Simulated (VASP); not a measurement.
Here is a VASP 6.6.1 calculation.

Contents of INCAR:

```
SYSTEM = O
  PREC = Accurate
  ENCUT = 600
  EDIFF = 1E-6
  ISMEAR = -1
  SIGMA = 0.1
  LREAL = .FALSE.
  LASPH = .TRUE.
  NELM = 120
  ALGO = Normal
  ISIF = 2
  LWAVE = .FALSE.
  LCHARG = .TRUE.
  GGA = PE
  LELF = .TRUE.
  LVHAR = .TRUE.
  NBANDS = 13
  GGA_COMPAT = .FALSE.
```

KPOINTS

```
Automatic mesh
0
G
  4 4 4
  0 0 0
```

POSCAR

```
O
1.0
   -2.2023432717      0.0000000000      2.2023432717
    0.0000000000      2.2023432717      2.2023432717
   -2.2023432717      2.2023432717      0.0000000000
O
2
Direct
    0.0000000000      0.0000000000      0.0000000000
    0.2500000000      0.2500000000      0.2500000000
```

Potentials or basis: VASP PAW PBE potentials, release 64 (O).

The run is started by

```console
$ cat potpaw_PBE.64/O/POTCAR > POTCAR
$ mpirun -np 1 vasp_std > vasp.out
```

Problem. Estimate the band gap on the k mesh.

Solution. Zero (band 6 reaches 0.85 eV, above the bottom of band 7 at -0.21 eV).

Problem. Estimate the pressure.

Solution. 0.7 GPa.

Caveat: the k points lie up to 0.62 Å⁻¹ apart.
